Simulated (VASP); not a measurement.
Ag5SeS4Cl2, 12 atoms in the cell. It takes space group Amm2 (No. 38, orthorhombic). The conventional cell has a = 7.596 Å, b = 11.425 Å, c = 6.416 Å, α = 90.00°, β = 90.00°, γ = 90.00°. Cl (site symmetry m) has 5 Ag at 2.58 to 3.36 Å within 3.4 Å. Ag (site symmetry 1) has 3 S at 2.44 to 2.88 Å and 2 Cl at 2.58 to 3.36 Å and 1 Ag at 3.29 Å within 3.4 Å. Within 3.3 Å of Ag (site symmetry mm2) lie 2 S at 2.49 Å and 2 Cl at 2.69 Å. Within 3.2 Å of S (site symmetry m) lie 4 Ag at 2.44 to 2.88 Å and 1 Se at 2.46 Å. S (site symmetry m) has 1 Se at 2.32 Å and 3 Ag at 2.49 to 2.51 Å within 3.1 Å. Se (site symmetry mm2) has 4 S at 2.32 to 2.46 Å within 3.1 Å. 

| Quantity | Value |
| --- | --- |
| Program | VASP 6.6.1 |
| Task | single point |
| Functional | LDA |
| Potentials or basis | VASP PAW LDA potentials, release 64 (Cl, Ag, S, Se) |
| Cutoff | 520 eV |
| k mesh | 3 × 4 × 4 |
| Occupations | methfessel-paxton, width 0.0572 eV |
| Spin | no spin polarisation |
| Dipole correction | no |
| Further INCAR settings | ALGO = Normal; EDIFF = 1e-06; NBANDS = 62 |

Potentials or basis: VASP PAW LDA potentials, release 64 (Cl, Ag, S, Se).

Run with:

```console
$ cat potpaw_LDA.64/Cl/POTCAR potpaw_LDA.64/Ag/POTCAR potpaw_LDA.64/S/POTCAR potpaw_LDA.64/Se/POTCAR > POTCAR
$ mpirun -np 1 vasp_std > vasp.out
```

Hardware: 1 thread of Intel(R) Xeon(R) 6975P-C (Granite Rapids), on a shared host.

Problem. Estimate the wall time of this run.

Solution. Wall time 100 s on 1 thread of Intel(R) Xeon(R) 6975P-C (Granite Rapids) (shared host), peak memory 0.41 GiB. Counts: scf iterations 13, k points 14.
